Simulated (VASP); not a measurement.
Crystal: Sb2Se3.

```
Sb Se
1.0
     0.00000    5.26199    5.26199
     5.26199    0.00000    5.26199
     5.26199    5.26199    0.00000
Sb Se
4 6
Direct
  0.12500 0.12500 0.12500
  0.12500 0.12500 0.62500
  0.12500 0.62500 0.12500
  0.62500 0.12500 0.12500
  0.62500 0.62500 0.62500
  0.62500 0.62500 0.12500
  0.62500 0.12500 0.62500
  0.12500 0.62500 0.62500
  0.00000 0.00000 0.00000
  0.25000 0.25000 0.25000
```

The cell was built from a structure type or drawn by symmetry, and may not be a known phase.

```yaml
Program: VASP 6.6.1
Task: relaxation of cell and atoms
Functional: PBE
Potentials_or_basis: VASP PAW PBE potentials, release 64 (Sb, Se)
Cutoff: 500 eV
k_mesh: 2 × 2 × 2
Occupations: gaussian, width 0.15 eV
Spin: no spin polarisation
```

At the start: pressure 17.6 GPa; volume 29.14 Å³/atom.

Q: Where does the relaxation end?

A: Over 3 steps the energy falls by 468.3 meV/atom and the volume is 40.39 Å³/atom (+38.6 %); space group Fd-3m (No. 227, to 0.1 Å) before and after.

Step by step:
| step | energy change (eV) | largest force (eV/Å) | pressure (GPa) | volume (Å³) |
| --- | --- | --- | --- | --- |
| 1 | 0.0000 | 0.0000 | 17.60 | 291.39 |
| 2 | -4.4454 | 0.0000 | -1.77 | 448.34 |
| 3 | -4.6829 | 0.0000 | 0.27 | 403.91 |

Final structure:
```
CELL_PARAMETERS angstrom
0.00000 5.86704 5.86704
5.86704 0.00000 5.86704
5.86704 5.86704 0.00000
ATOMIC_POSITIONS crystal
Sb 0.12500 0.12500 0.12500
Sb 0.12500 0.12500 0.62500
Sb 0.12500 0.62500 0.12500
Sb 0.62500 0.12500 0.12500
Se 0.62500 0.62500 0.62500
Se 0.62500 0.62500 0.12500
Se 0.62500 0.12500 0.62500
Se 0.12500 0.62500 0.62500
Se 0.00000 0.00000 0.00000
Se 0.25000 0.25000 0.25000
```

Caveat: the k points lie up to 0.46 Å⁻¹ apart in the final cell; the volume moved by over 15 % at a fixed basis, so the end points are rough.
